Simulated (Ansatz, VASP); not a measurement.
## Two plane-wave programs on CoO

INCAR

```
PREC = Accurate
ENCUT = 520
EDIFF = 1E-7
ISMEAR = 0
SIGMA = 0.05
LREAL = False
LASPH = True
NELM = 150
ALGO = Normal
ISIF = 2
LWAVE = False
LCHARG = True
ISPIN = 2
MAGMOM = 3 0
LORBIT = 11
LMAXMIX = 4
GGA = PE
LELF = True
LVHAR = True
NBANDS = 18
```

File KPOINTS:

```
Automatic mesh
0
Gamma
  16 16 16
```

Contents of POSCAR:

```
CoO
1.0
   -1.5080004431      1.5080004431      2.1072503604
    1.5080004431     -1.5080004431      2.1072503604
    1.5080004431      1.5080004431     -2.1072503604
Co O
1 1
Direct
    0.0000000000      0.0000000000      0.0000000000
    0.5000000000      0.5000000000      0.0000000000
```

Input for Ansatz:

```yaml
crystal:
  lattice:
    - [-1.5080004431, 1.5080004431, 2.1072503604]
    - [1.5080004431, -1.5080004431, 2.1072503604]
    - [1.5080004431, 1.5080004431, -2.1072503604]
  atoms:
    - { symbol: Co, position: [0.0, 0.0, 0.0], spin: 3.0 }
    - { symbol: O, position: [0.5, 0.5, 0.0] }
basis:
  ecutwfc: 420
  ecutrho_ratio: 4
kpoints:
  mp_grid: { grid: [16, 16, 16] }
hamiltonian:
  xc: pbe
scf:
  occupations: { method: gaussian, width: 0.05 }
output:
  forces: true
  stress: true
  eigenvalues: true
  populations: true
magnetization:
  spin_polarized: true
```

Alike in both runs: task single point; functional PBE; k mesh 16 × 16 × 16; occupations gaussian, width 0.05 eV; collinear spin.

```csv
,VASP,Ansatz
version,VASP 6.6.1,Ansatz 0.2.0
potentials or method,"VASP PAW PBE potentials, release 64 (Co, O), cutoff 520 eV","scalar-relativistic, plane waves, PAW"
valence electrons in the cell,15,23
```

```tsv
	VASP	Ansatz	Ansatz less VASP
gap on the k mesh at the Fermi level (eV)	none	none	-
pressure (GPa)	-0.5	0.1	+0.64
traceless stress, the component that is largest in VASP (GPa)	0.00	0.05	+0.051
net moment per atom (μB)	1.46	1.47	+0.018
size of the moment on the site where the two differ most (μB)	2.56	2.50	-0.063
```

Site moments also hang on the region over which each program counts them. A gap of «none» marks a metal or a gap that the smearing closes. VASP's potentials hold 15 valence electrons a cell and Ansatz's 23, so a difference there can come from the potentials and not from the codes.
